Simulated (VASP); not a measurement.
Input of a VASP 6.6.1 run:

INCAR

```
  PREC = Accurate
  ENCUT = 520
  EDIFF = 1E-7
  ISMEAR = 0
  SIGMA = 0.1
  LREAL = F
  LASPH = T
  NELM = 60
  ALGO = Normal
  ISIF = 2
  LWAVE = F
  LCHARG = F
  GGA = PE
  NBANDS = 46
```

KPOINTS

```
regular mesh
0
Gamma
  2 2 2
```

POSCAR

```
CdSe
1.0
   -4.2296079929      4.2296079929      4.2296079929
    4.2296079929     -4.2296079929      4.2296079929
    4.2296079929      4.2296079929     -4.2296079929
Cd Se
4 4
Direct
    0.3191740331      1.0000000000      1.0000000000
    0.6808259669      0.6808259669      0.6808259669
    1.0000000000      0.3191740331      0.0000000000
    0.0000000000      0.0000000000      0.3191740331
    1.0000000000      0.6732160426      0.0000000000
    0.3267839574      0.3267839574      0.3267839574
    0.6732160426      1.0000000000      1.0000000000
    0.0000000000      0.0000000000      0.6732160426
```

Potentials or basis: VASP PAW PBE potentials, release 64 (Cd, Se).

Command:

```console
$ cat potpaw_PBE.64/Cd/POTCAR potpaw_PBE.64/Se/POTCAR > POTCAR
$ mpirun -np 1 vasp_std > vasp.out
```

(1) Predict the largest force.

(2) Predict the pressure.

(3) Predict the band gap on the k mesh.

Answers

(1) 0.043 eV/Å.

(2) 0.2 GPa.

(3) 0.90 eV, indirect (least direct gap 0.95 eV).

Caveat: the k points lie up to 0.53 Å⁻¹ apart.
